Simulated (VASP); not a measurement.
Write the native input for VASP 6.6.1 that does the following.

```
Task                   : single point
Functional             : PBE
Potentials or basis    : VASP PAW PBE potentials, release 64 (Hf_pv, Si, O)
Cutoff                 : 520 eV
k mesh                 : 7 × 7 × 7
Occupations            : fermi-dirac, width 0.02 eV
Spin                   : no spin polarisation
Dipole correction      : no
Further INCAR settings : ALGO = Normal; EDIFF = 1e-06; NBANDS = 50
```

The structure of HfSiO4 lies in POSCAR:

```
HfSiO4
1.0
   -3.3080138793      3.3080138793      3.0013462708
    3.3080138793     -3.3080138793      3.0013462708
    3.3080138793      3.3080138793     -3.0013462708
Hf Si O
2 2 8
Direct
    0.7500000000      0.2500000000      0.5000000000
    0.0000000000      0.0000000000      0.0000000000
    0.2500000000      0.7500000000      0.5000000000
    0.5000000000      0.5000000000      0.0000000000
    0.1345243446      0.3191799836      0.8153443609
    0.0691799836      0.7538356227      0.6846556391
    0.5038356227      0.3191799836      0.1846556391
    0.0691799836      0.3845243446      0.3153443609
    0.6154756554      0.9308200164      0.6846556391
    0.6808200164      0.8654756554      0.1846556391
    0.2461643773      0.9308200164      0.3153443609
    0.6808200164      0.4961643773      0.8153443609
```

The input as run:

INCAR

```
SYSTEM = HfSiO4
ALGO = Normal
EDIFF = 1E-6
ENCUT = 520
GGA = PE
ISIF = 2
ISMEAR = -1
LASPH = .TRUE.
LCHARG = .FALSE.
LREAL = .FALSE.
LWAVE = .FALSE.
NBANDS = 50
NELM = 100
PREC = Accurate
SIGMA = 0.02
```

KPOINTS

```
k-points
0
G
  7 7 7
  0 0 0
```

Potentials or basis: VASP PAW PBE potentials, release 64 (Hf_pv, Si, O).

The run is started by

```sh
$ cat potpaw_PBE.64/Hf_pv/POTCAR potpaw_PBE.64/Si/POTCAR potpaw_PBE.64/O/POTCAR > POTCAR
$ mpirun -np 1 vasp_std > vasp.out
```

Results of the run:

* Pressure: 0.7 GPa
* Largest force: 0.193 eV/Å
* Band gap on the k mesh: 5.31 eV (least direct gap 5.67 eV)

Caveat: spin-orbit coupling is left out, which moves the levels of the heavy elements.

It took 8.3 min on 1 thread of Intel(R) Xeon(R) Platinum 8175M CPU @ 2.50GHz (Skylake/Cascade Lake), with other jobs on the host, peak memory 0.39 GiB.
